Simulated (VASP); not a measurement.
Runs of VASP 6.6.1 on SbAs2. The structure is that of space group Fd-3m (No. 227), or close to it. The cells are those of the table. 

| task | cell | k mesh | cutoff (eV) | gap on the mesh (eV) | pressure (GPa) |
| --- | --- | --- | --- | --- | --- |
| single point | a = 5.727 Å, angles 60.0°, 6 atoms | 8 × 8 × 8 | 520 | none | -0.1 |
| single point | a = 5.752 Å, angles 60.0°, 6 atoms | 4 × 4 × 4 | 520 | none | (a) |
| relaxation of cell and atoms | relaxed from a = 6.047 Å, angles 60.0°, 6 atoms | 4 × 4 × 4 | 600 | none | 0.0 |
| single point | a = 6.047 Å, angles 60.0°, 6 atoms | 4 × 4 × 4 | 520 | none | -8.0 |

Alike in all rows: level PBE; potentials or basis VASP PAW PBE potentials, release 64 (Sb, As); no spin polarisation; smearing gaussian 0.1 eV.

Problem. Estimate the missing entries.

Solution. (a) -0.4.

Caveats: spin-orbit coupling is left out, which moves the levels of the heavy elements.

A k mesh can miss the band edges, and the runs leave out spin-orbit coupling on As, Sb.

A gap of «none» marks levels without a gap at the run's occupations.
